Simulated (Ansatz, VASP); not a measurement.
# Hf3N4 in VASP and in Ansatz

```xyz
14
Lattice="-3.3505 3.3505 3.3505 3.3505 -3.3505 3.3505 3.3505 3.3505 -3.3505" Properties=species:S:1:pos:R:3 pbc="T T T"
Hf    2.5129    0.0000    1.6752
Hf    1.6752    2.5129    0.0000
Hf    0.8376    0.0000    5.0258
Hf    5.0257    0.8376    0.0000
Hf    0.0000    1.6752    2.5129
Hf    0.0000    5.0257    0.8376
N     0.4222    0.4222    0.4222
N    -1.2531    1.2531    4.6036
N    -0.4222    2.9283    0.4222
N     4.6036   -1.2531    1.2531
N     0.4222   -0.4222    2.9283
N     2.0974    2.0974    2.0974
N     2.9283    0.4222   -0.4222
N     1.2531    4.6036   -1.2531
```

Alike in both runs: task relaxation of cell and atoms; functional PBE; k mesh 6 × 6 × 6; occupations fermi-dirac, width 0.02 eV; no spin polarisation.

|  | VASP | Ansatz |
| --- | --- | --- |
| version | VASP 6.6.1 | Ansatz 0.2.0 |
| potentials or method | VASP PAW PBE potentials, release 64 (Hf_pv, N), cutoff 600 eV | PAW plane waves |
| valence electrons in the cell | 100 | 196 |

|  | VASP | Ansatz | Ansatz less VASP |
| --- | --- | --- | --- |
| gap on the k mesh at the Fermi level, each at its own relaxed structure (eV) | 1.04 | 1.03 | -0.001 |
| relaxed volume (Å³/atom) | 10.78 | 10.91 | +0.125 |
| relaxed length of the cell vector where the two differ most in proportion (Å) | 5.810 | 5.832 | +0.0223 |

VASP's potentials hold 100 valence electrons a cell and Ansatz's 196, so a difference there can come from the potentials and not from the codes.

Spin-orbit coupling is off throughout.
